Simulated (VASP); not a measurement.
Set up this calculation in VASP 6.6.1, as the native input.

- Task: single point
- Functional: HSE06
- Potentials or basis: VASP PAW PBE potentials, release 64 (Sr_sv)
- Cutoff: 520 eV
- k mesh: 6 × 6 × 6
- Occupations: fermi-dirac, width 0.1 eV
- Spin: no spin polarisation
- Dipole correction: no
- Grid for exact exchange (PRECFOCK): Normal
- Further INCAR settings: ALGO = Normal; EDIFF = 1e-07; NBANDS = 11
- Share of exact exchange: 0.25
- Screening parameter: 0.2079 1/Å

Crystal: Sr.

```
Sr
1.0
     0.00000    2.98980    2.98980
     2.98980    0.00000    2.98980
     2.98980    2.98980    0.00000
Sr
1
Direct
  0.00000 0.00000 0.00000
```

The input as run:

POSCAR

```
Sr
1.0
    0.0000000000      2.9897980490      2.9897980490
    2.9897980490      0.0000000000      2.9897980490
    2.9897980490      2.9897980490      0.0000000000
Sr
1
Direct
    0.0000000000      0.0000000000      0.0000000000
```

INCAR.step1

```
SYSTEM = Sr
PREC = Accurate ; ENCUT = 520
EDIFF = 1E-5 ; ISMEAR = -1
SIGMA = 0.1 ; LREAL = .False.
LASPH = .True. ; NELM = 100
ALGO = Normal ; ISIF = 2
LWAVE = .True. ; LCHARG = .False.
GGA = PE ; NBANDS = 11
```

INCAR.step2

```
SYSTEM = Sr
PREC = Accurate ; ENCUT = 520
EDIFF = 1E-7 ; ISMEAR = -1
SIGMA = 0.1 ; LREAL = .False.
LASPH = .True. ; NELM = 100
ALGO = Normal ; ISIF = 2
LWAVE = .False. ; LCHARG = .False.
GGA = PE ; LHFCALC = .True.
HFSCREEN = 0.2079 ; PRECFOCK = Normal
ISTART = 1 ; NBANDS = 11
```

KPOINTS

```
regular mesh
0
Gamma
  6 6 6
  0 0 0
```

Potentials or basis: VASP PAW PBE potentials, release 64 (Sr_sv).

Run with:

```console
$ cat potpaw_PBE.64/Sr_sv/POTCAR > POTCAR
$ cp INCAR.step1 INCAR
$ mpirun -np 1 vasp_std > vasp.out
$ cp INCAR.step2 INCAR
$ mpirun -np 1 vasp_std > vasp.out
```

Results of the run:

| Property | Result |
| --- | --- |
| Pressure | 0.9 GPa |
| Band gap on the k mesh | zero (bands 5 and 6 overlap by 0.05 eV) |

Caveat: the PAW data sets were made with another functional, which shifts forces and pressure a little.

Wall time 31 min on 1 thread of Intel(R) Xeon(R) Platinum 8259CL CPU @ 2.50GHz (Skylake/Cascade Lake) (shared host), peak memory 0.29 GiB.
